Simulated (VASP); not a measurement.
Write the native input for VASP 6.6.1 that does the following.

| Quantity | Value |
| --- | --- |
| Task | single point |
| Functional | PBE |
| Potentials or basis | VASP PAW PBE potentials, release 64 (Zr_sv) |
| Cutoff | 520 eV |
| k mesh | 13 × 13 × 7 |
| Occupations | fermi-dirac, width 0.08 eV |
| Spin | no spin polarisation |
| Dipole correction | no |
| Further INCAR settings | ALGO = Normal; EDIFF = 1e-06; NBANDS = 19 |

The structure of Zr lies in POSCAR:

```
Zr
1.0
    3.2587101630      0.0000000000      0.0000000000
   -1.6293550814      2.8221257846      0.0000000000
    0.0000000000      0.0000000000      5.1895391192
Zr
2
Direct
    0.3333333333      0.6666666667      0.2500000000
    0.6666666667      0.3333333333      0.7500000000
```

This cell differs from its parent crystal: volume scaled by 1.025.

These files were run (other wordings do the same):

INCAR

```
ALGO     = Normal         # electronic algorithm
EDIFF    = 1E-6           # SCF threshold, eV
ENCUT    = 520            # plane-wave cutoff, eV
GGA      = PE             # functional
ISIF     = 2              # what is computed and relaxed
ISMEAR   = -1             # smearing method
LASPH    = True           # aspherical terms in the spheres
LCHARG   = False          # write CHGCAR
LREAL    = False          # projectors in reciprocal space
LWAVE    = False          # write WAVECAR
NBANDS   = 19             # bands
NELM     = 100            # most SCF steps
PREC     = Accurate       # precision mode
SIGMA    = 0.08           # smearing width, eV
```

KPOINTS

```
k-points
0
Gamma
  13 13 7
```

Potentials or basis: VASP PAW PBE potentials, release 64 (Zr_sv).

Run with:

```bash
$ cat potpaw_PBE.64/Zr_sv/POTCAR > POTCAR
$ mpirun -np 1 vasp_std > vasp.out
```

Results of the run:

The pressure is -1.8 GPa and the band gap on the k mesh is zero (band 12 reaches 9.58 eV, above the bottom of band 13 at 8.48 eV).

It took 27 s on 1 thread of Intel(R) Xeon(R) Platinum 8488C (Sapphire Rapids) (shared host), peak memory 0.19 GiB.
